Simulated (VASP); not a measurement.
Write the native input for VASP 6.6.1 that does the following.

- Task: single point
- Functional: PBEsol
- Potentials or basis: VASP PAW PBE potentials, release 64 (Ge_d)
- Cutoff: 520 eV
- k mesh: 9 × 9 × 9
- Occupations: fermi-dirac, width 0.05 eV
- Spin: no spin polarisation
- Dipole correction: no
- Further INCAR settings: ALGO = Normal; EDIFF = 1e-06; NBANDS = 21

The structure of Ge lies in POSCAR:

```
Ge
1.0
    0.0000000000      2.8427929441      2.8427929441
    2.8427929441      0.0000000000      2.8427929441
    2.8427929441      2.8427929441      0.0000000000
Ge
2
Direct
    0.5000000000      0.5000000000      0.5000000000
    0.7500000000      0.7500000000      0.7500000000
```

The input as run:

INCAR

```
SYSTEM = Ge
ALGO = Normal
EDIFF = 1E-6
ENCUT = 520
GGA = PS
ISIF = 2
ISMEAR = -1
LASPH = .TRUE.
LCHARG = .FALSE.
LREAL = .FALSE.
LWAVE = .FALSE.
NBANDS = 21
NELM = 100
PREC = Accurate
SIGMA = 0.05
```

KPOINTS

```
k-points
0
G
  9 9 9
  0 0 0
```

Potentials or basis: VASP PAW PBE potentials, release 64 (Ge_d).

The run is started by

```sh
$ cat potpaw_PBE.64/Ge_d/POTCAR > POTCAR
$ mpirun -np 1 vasp_std > vasp.out
```

It gave:

```
Pressure               : -0.4 GPa
Band gap on the k mesh : zero (filled and empty bands touch)
```

Caveat: the PAW data sets were made with another functional, which shifts forces and pressure a little.

It took 17 s on 1 thread of AMD EPYC 9R45 96-Core Processor (Zen 5) (shared host), peak memory 0.14 GiB.
